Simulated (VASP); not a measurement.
# Mg (Im-3m) in VASP: a series of runs

Mg is run at these levels: PBEsol; tasks: relaxation of cell and atoms.

All numbers are computed with VASP 6.6.1; they aren't measurements. Logs are shortened: lines on timing, memory, paths and dates and some standing lists are left out, and cuts for length are marked.

### 1 The cell of the first run

Symmetry: Im-3m, No. 229, cubic system. Conventional cell: a = 2.814 Å, b = 2.814 Å, c = 2.814 Å, α = 90.00°, β = 90.00°, γ = 90.00°. Within 3.2 Å of Mg (site symmetry m-3m) lie 14 Mg at 2.44 to 2.81 Å.

This isn't the form of Mg at room conditions, which is hcp.

### 2 Relaxation of cell and atoms, PBEsol, target pressure 100 GPa, at which the enthalpy is minimised

INCAR

```
SYSTEM = Mg
  PREC = Accurate
  ENCUT = 600
  EDIFF = 1E-6
  ISMEAR = -1
  SIGMA = 0.1
  LREAL = .False.
  LASPH = .True.
  NELM = 100
  ALGO = Normal
  ISIF = 3
  LWAVE = .False.
  LCHARG = .False.
  GGA = PS
  IBRION = 2
  NSW = 60
  EDIFFG = -0.005
  PSTRESS = 1000.0
```

KPOINTS

```
regular mesh
0
Gamma
  19 19 19
  0 0 0
```

POSCAR

```
Mg
1.0
   -1.4069763412      1.4069763412      1.4069763412
    1.4069763412     -1.4069763412      1.4069763412
    1.4069763412      1.4069763412     -1.4069763412
Mg
1
Direct
    0.0000000000      0.0000000000      0.0000000000
```

Potentials or basis: VASP PAW PBE potentials, release 64 (Mg).

Started as:

```sh
> cat potpaw_PBE.64/Mg/POTCAR > POTCAR
> mpirun -np 1 vasp_std > vasp.out
```

OUTCAR:

```text
SYSTEM = Mg
   PREC = Accurate
   ENCUT = 600
   EDIFF = 1E-6
   ISMEAR = -1
   LREAL = .False.
   LASPH = .True.
   NELM = 100
   ISIF = 3
   GGA = PS
   IBRION = 2
   NSW = 60
   EDIFFG = -0.005
   PSTRESS = 1000.0

 ion  position               nearest neighbor table
   1  0.000  0.000  0.000-

  LATTYP: Found a body centered cubic cell.
 ALAT       =     2.8139526824

  Lattice vectors:

 A1 = (  -1.4069763412,   1.4069763412,   1.4069763412)
 A2 = (   1.4069763412,  -1.4069763412,   1.4069763412)
 A3 = (   1.4069763412,   1.4069763412,  -1.4069763412)

Analysis of symmetry for initial positions (statically):
=====================================================================
 Subroutine PRICEL returns:
 Original cell was already a primitive cell.

 Routine SETGRP: Setting up the symmetry group for a
 body centered cubic supercell.

 Subroutine GETGRP returns: Found 48 space group operations
 (whereof 48 operations were pure point group operations)
 out of a pool of 48 trial point group operations.

The static configuration has the point symmetry O_h .

Analysis of symmetry for dynamics (positions and initial velocities):
=====================================================================
 Subroutine PRICEL returns:
 Original cell was already a primitive cell.

 Routine SETGRP: Setting up the symmetry group for a
 body centered cubic supercell.

 Subroutine GETGRP returns: Found 48 space group operations
 (whereof 48 operations were pure point group operations)
 out of a pool of 48 trial point group operations.

The dynamic configuration has the point symmetry O_h .

 Subroutine INISYM returns: Found 48 space group operations
 (whereof 48 operations are pure point group operations),
 and found     1 'primitive' translations

----------------------------------------------------------------------------------------

                                     Primitive cell

  volume of cell :      11.1409

  direct lattice vectors                    reciprocal lattice vectors
    -1.406976341  1.406976341  1.406976341     0.000000000  0.355372003  0.355372003
     1.406976341 -1.406976341  1.406976341     0.355372003  0.000000000  0.355372003
     1.406976341  1.406976341 -1.406976341     0.355372003  0.355372003  0.000000000

  length of vectors
     2.436954508  2.436954508  2.436954508     0.502571906  0.502571906  0.502571906

  position of ions in fractional coordinates (direct lattice)
     0.000000000  0.000000000  0.000000000

  ion indices of the primitive-cell ions
   primitive index   ion index
                 1           1

----------------------------------------------------------------------------------------

 KPOINTS: regular mesh

Automatic generation of k-mesh.
 Grid dimensions read from file:
 generate k-points for:   19   19   19

 Generating k-lattice:

  Cartesian coordinates                     Fractional coordinates (reciprocal lattice)
     0.000000000  0.018703790  0.018703790     0.052631579  0.000000000  0.000000000
     0.018703790  0.000000000  0.018703790     0.000000000  0.052631579  0.000000000
     0.018703790  0.018703790  0.000000000     0.000000000  0.000000000  0.052631579

  Length of vectors
     0.026451153  0.026451153  0.026451153

  Shift w.r.t. Gamma in fractional coordinates (k-lattice)
     0.000000000  0.000000000  0.000000000

 Subroutine IBZKPT returns following result:
 ===========================================

 Found    220 irreducible k-points:

 Following reciprocal coordinates:
            Coordinates               Weight
  0.000000  0.000000  0.000000      1.000000
  0.052632  0.000000  0.000000     12.000000
  0.105263  0.000000  0.000000     12.000000
  0.157895  0.000000  0.000000     12.000000
  0.210526  0.000000  0.000000     12.000000
  0.263158  0.000000  0.000000     12.000000
[... 16 lines left out ...]
  0.263158  0.105263  0.000000     48.000000
  0.315789  0.105263  0.000000     48.000000
 [... further k-points ...]
   k-points           NKPTS =    220   k-points in BZ     NKDIM =    220   number of bands    NBANDS=      5
   number of dos      NEDOS =    301   number of ions     NIONS =      1
   total plane-waves  NPLWV =   8000
   dimension x,y,z NGX =    20 NGY =   20 NGZ =   20
   dimension x,y,z NGXF=    40 NGYF=   40 NGZF=   40
   ions per type =               1
   NGX,Y,Z   is equivalent  to a cutoff of  13.64, 13.64, 13.64 a.u.
   NGXF,Y,Z  is equivalent  to a cutoff of  27.29, 27.29, 27.29 a.u.
 SYSTEM =  Mg
   PREC   = accura    normal or accurate (medium, high low for compatibility)
   ISTART =      0    job   : 0-new  1-cont  2-samecut
   ICHARG =      2    charge: 1-file 2-atom 10-const
   ISPIN  =      1    spin polarized calculation?
   LNONCOLLINEAR =      F non collinear calculations
   LSORBIT =      F    spin-orbit coupling
   LASPH  =      T    aspherical Exc in radial PAW
   ENCUT  =  600.0 eV  44.10 Ry    6.64 a.u.   4.87  4.87  4.87*2*pi/ulx,y,z
   NELM   =    100;   NELMIN=  2; NELMDL= -5     # of ELM steps
   EDIFF  = 0.1E-05   stopping-criterion for ELM
   LREAL  =      F    real-space projection
   EDIFFG = -.5E-02   stopping-criterion for IOM
   NSW    =     60    number of steps for IOM
   IBRION =      2    ionic relax: 0-MD 1-quasi-New 2-CG
   NFREE  =      1    steps in history (QN), initial steepest desc. (CG)
   ISIF   =      3    stress and relaxation
   ISYM   =      2    0-nonsym 1-usesym 2-fastsym
   POTIM  = 0.5000    time-step for ionic-motion
   TEBEG  =    0.0;   TEEND  =   0.0 temperature during run
   PSTRESS= 1000.0 pullay stress
   NELECT =       2.0000    total number of electrons
   NUPDOWN=      -1.0000    fix difference up-down
   EMIN   =  10.00;   EMAX   =-10.00  energy-range for DOS
   EFERMI =   0.00;   METHOD = LEGACY
   ISMEAR =    -1;   SIGMA  =   0.10  broadening in eV -4-tet -1-fermi 0-gaus
   EFERMI_NEDOS =   21; number of points for ismear=-14 and -15
   IALGO  =     38    algorithm
   IMIX   =      4    mixing-type and parameters
     AMIX     =   0.40;   BMIX     =  1.00
     AMIX_MAG =   1.60;   BMIX_MAG =  1.00
  volume/ion in A,a.u.               =      11.14        75.18
  Fermi-wavevector in a.u.,A,eV,Ry     =   0.923517  1.745193 11.604176  0.852883
  Thomas-Fermi vector in A             =   2.049162
   LORBIT       =      0    0 simple, 1 ext, 2 COOP (PROOUT), +10 PAW based schemes
   GGA     = PS    functional components
   LHFCALC =     F    Hartree Fock is set to
   AEXX    =    0.0000 exact exchange contribution
   IVDW    =     0    specifies the selected vdW correction
   LEPSILON=     F    determine dielectric tensor
   LRPA    =     F    only Hartree local field effects (RPA)
 conjugate gradient relaxation of ions
 non-spin polarized calculation
  energy-cutoff  :      600.00
  volume of cell :       11.14
 maximum number of plane-waves:       383
   NGX =  9   NGY =  9   NGZ =  9

--------------------------------------- Ionic step        1  -------------------------------------------

 number of electron       2.0000000 magnetization

 Free energy of the ion-electron system (eV)
  ---------------------------------------------------
  ext. energy  EPLUGINS =         0.00000000
  ---------------------------------------------------
  free energy    TOTEN  =         0.32796208 eV

  energy without entropy =        0.33775102  energy(sigma->0) =        0.33285655

------------------------ aborting loop because EDIFF is reached ----------------------------------------

  FORCE on cell =-STRESS in cart. coord.  units (eV):
  Direction    XX          YY          ZZ          XY          YZ          ZX
  --------------------------------------------------------------------------------------
  -------------------------------------------------------------------------------------
  Total        7.1313499      7.1313499      7.1313499      0.0000000      0.0000000      0.0000000
  in kB     1025.5620776   1025.5620776   1025.5620776      0.0000000      0.0000000      0.0000000
  external PRESSURE =      25.5620776 kB  Pullay stress =    1000.0000000 kB

 VOLUME and BASIS-vectors are now :
 -----------------------------------------------------------------------------
  energy-cutoff  :      600.00
  volume of cell :       11.14
      direct lattice vectors                 reciprocal lattice vectors
    -1.406976341  1.406976341  1.406976341     0.000000000  0.355372003  0.355372003
     1.406976341 -1.406976341  1.406976341     0.355372003  0.000000000  0.355372003
     1.406976341  1.406976341 -1.406976341     0.355372003  0.355372003  0.000000000
[... 44 lines left out ...]
  FREE ENERGIE OF THE ION-ELECTRON SYSTEM (eV)
  ---------------------------------------------------
  free  energy   TOTEN  =         0.1507674569 eV

  energy  without entropy=        0.1606567557  energy(sigma->0) =        0.15571211

  enthalpy is  TOTEN    =         7.2847898197 eV   P V=        7.1340223628

--------------------------------------- Ionic step        3  -------------------------------------------

 number of electron       2.0000000 magnetization

 Free energy of the ion-electron system (eV)
  ---------------------------------------------------
  ext. energy  EPLUGINS =         0.00000000
  ---------------------------------------------------
  free energy    TOTEN  =         0.27496035 eV

  energy without entropy =        0.28477859  energy(sigma->0) =        0.27986947

 E-fermi :   7.7464     XC(G=0): -11.1353

 val. band max:        7.7351812434   @ k =  -0.4737  -0.4737   0.2632
 cond. band min:       7.7793745012   @ k =   0.3158   0.3158   0.0526
 fundamental gap:      0.0441932579
 Fermi energy:         7.7464340024

 k-point     1 :       0.0000    0.0000    0.0000
  band No.  band energies     occupation
      1      -2.8742      2.00000
      2      26.3525      0.00000
      3      26.3525      0.00000
      4      26.3525      0.00000
      5      29.3502      0.00000

 k-point     2 :       0.0526    0.0000    0.0000
  band No.  band energies     occupation
      1      -2.7678      2.00000
      2      25.3908      0.00000
      3      25.7521      0.00000
      4      26.2782      0.00000
      5      28.3242      0.00000

 k-point     3 :       0.1053    0.0000    0.0000
  band No.  band energies     occupation
      1      -2.4498      2.00000
      2      22.9895      0.00000
      3      24.5480      0.00000
      4      26.0789      0.00000
      5      27.5748      0.00000
[... 153 lines left out ...]
 k-point    23 :       0.2632    0.1053    0.0000
  band No.  band energies     occupation
      1       1.1035      2.00000
      2      13.1552      0.00000
      3      18.1629      0.00000
      4      24.1082      0.00000
      5      25.7539      0.00000

 k-point    24 :       0.3158    0.1053    0.0000
  band No.  band energies     occupation
      1       2.3523      2.00000
      2      11.0598      0.00000
      3      17.5994      0.00000
      4      23.7587      0.00000
      5      25.4239      0.00000

 [... further k-points ...]

------------------------ aborting loop because EDIFF is reached ----------------------------------------

  FORCE on cell =-STRESS in cart. coord.  units (eV):
  Direction    XX          YY          ZZ          XY          YZ          ZX
  --------------------------------------------------------------------------------------
  -------------------------------------------------------------------------------------
  Total        7.0053337      7.0053337      7.0053337      0.0000000      0.0000000      0.0000000
  in kB      999.9130760    999.9130760    999.9130760      0.0000000      0.0000000      0.0000000
  external PRESSURE =      -0.0869240 kB  Pullay stress =    1000.0000000 kB

 VOLUME and BASIS-vectors are now :
 -----------------------------------------------------------------------------
  energy-cutoff  :      600.00
  volume of cell :       11.22
      direct lattice vectors                 reciprocal lattice vectors
    -1.410497724  1.410497724  1.410497724     0.000000000  0.354484797  0.354484797
     1.410497724 -1.410497724  1.410497724     0.354484797  0.000000000  0.354484797
     1.410497724  1.410497724 -1.410497724     0.354484797  0.354484797  0.000000000

 POSITION                                       TOTAL-FORCE (eV/Angst)
 -----------------------------------------------------------------------------------
      0.00000      0.00000     -0.00000         0.000000     -0.000000     -0.000000
 -----------------------------------------------------------------------------------
    total drift:                                0.000000      0.000000     -0.000000

  FREE ENERGIE OF THE ION-ELECTRON SYSTEM (eV)
  ---------------------------------------------------
  free  energy   TOTEN  =         0.2749603469 eV

  energy  without entropy=        0.2847785928  energy(sigma->0) =        0.27986947

  enthalpy is  TOTEN    =         7.2809030031 eV   P V=        7.0059426562

 reached required accuracy - stopping structural energy minimisation
```

Wall time 20 s (1 thread of Intel Xeon Platinum 8488C (Sapphire Rapids), shared host); peak memory 0.14 GiB.

What came out:

| Item | Value |
| --- | --- |
| Free energy | 0.2750 eV |
| Relaxed volume | 11.22 Å³/atom |
| Relaxed cell | a = 2.443 Å, b = 2.443 Å, c = 2.443 Å, α = 109.47°, β = 109.47°, γ = 109.47° |
| Space group after relaxing (to 0.1 Å) | Im-3m (No. 229) |
| Energy change on relaxing (the run minimises the enthalpy) | -53.0 meV/atom |
| Ionic steps | 3 |
| Pressure after relaxing | 100.0 GPa |
| Band gap on the k mesh | zero (bands 1 and 2 overlap by 4.19 eV) |

Step by step:
```tsv
step	energy change (eV)	largest force (eV/Å)	pressure (GPa)	volume (Å³)
1	0.0000	0.0000	102.56	11.14
2	-0.1772	0.0000	94.03	11.43
3	-0.0530	0.0000	99.99	11.22
```

Final structure:
```
CELL_PARAMETERS angstrom
-1.41050 1.41050 1.41050
1.41050 -1.41050 1.41050
1.41050 1.41050 -1.41050
ATOMIC_POSITIONS crystal
Mg 0.00000 0.00000 0.00000
```

Caveat: the cell is relaxed towards a set pressure, so the run minimises the enthalpy, not the energy; the PAW data sets were made with another functional, which shifts forces and pressure a little.

### 3 Relaxation of cell and atoms, PBEsol, target pressure 100 GPa, at which the enthalpy is minimised

INCAR

```
SYSTEM = Mg
PREC = Accurate
ENCUT = 600
EDIFF = 1E-6
ISMEAR = -1
SIGMA = 0.1
LREAL = .False.
LASPH = .True.
NELM = 80
ALGO = Normal
ISIF = 3
LWAVE = .False.
LCHARG = .False.
GGA = PS
IBRION = 2
NSW = 32
EDIFFG = -0.005
PSTRESS = 1000.0
```

KPOINTS is that of step 2.

POSCAR

```
Mg
1.0
   -1.4067880869      1.4067880869      1.4067880869
    1.4067880869     -1.4067880869      1.4067880869
    1.4067880869      1.4067880869     -1.4067880869
Mg
1
Direct
    0.0000000000      0.0000000000      0.0000000000
```

Potentials or basis: VASP PAW PBE potentials, release 64 (Mg).

Started as:

```sh
> cat potpaw_PBE.64/Mg/POTCAR > POTCAR
> mpirun -np 1 vasp_std > vasp.out
```

Run time: 14 s. Hardware: 1 thread of Intel Xeon Platinum 8488C (Sapphire Rapids), shared host; peak memory 0.14 GiB.

Results (log left out):

```
Free energy                                                : 0.2749 eV
Relaxed volume                                             : 11.22 Å³/atom
Relaxed cell                                               : a = 2.443 Å, b = 2.443 Å, c = 2.443 Å, α = 109.47°, β = 109.47°, γ = 109.47°
Space group after relaxing (to 0.1 Å)                      : Im-3m (No. 229)
Energy change on relaxing (the run minimises the enthalpy) : -55.9 meV/atom
Ionic steps                                                : 3
Pressure after relaxing                                    : 100.0 GPa
Band gap on the k mesh                                     : zero (bands 1 and 2 overlap by 4.19 eV)
```

Step by step:
```csv
step,energy change (eV),largest force (eV/Å),pressure (GPa),volume (Å³)
1,0.0000,0.0000,102.69,11.14
2,-0.1866,0.0000,93.71,11.44
3,-0.0559,0.0000,99.99,11.22
```

Final structure:
```yaml
crystal:
  lattice:
    - [-1.41050, 1.41050, 1.41050]
    - [1.41050, -1.41050, 1.41050]
    - [1.41050, 1.41050, -1.41050]
  atoms:
    - { symbol: Mg, position: [0.00000, 0.00000, 0.00000] }
```

Levels at points of the mesh, in eV from the Fermi level:
```csv
k point,band 1,band 2,band 3,band 4,band 5
"(0.00, 0.00, 0.00)",-10.62,18.61,18.61,18.61,21.60
```

Caveat: the cell is relaxed towards a set pressure, so the run minimises the enthalpy, not the energy; the PAW data sets were made with another functional, which shifts forces and pressure a little.

The gap in the log of VASP goes by the Fermi energy; the results here count the filled bands.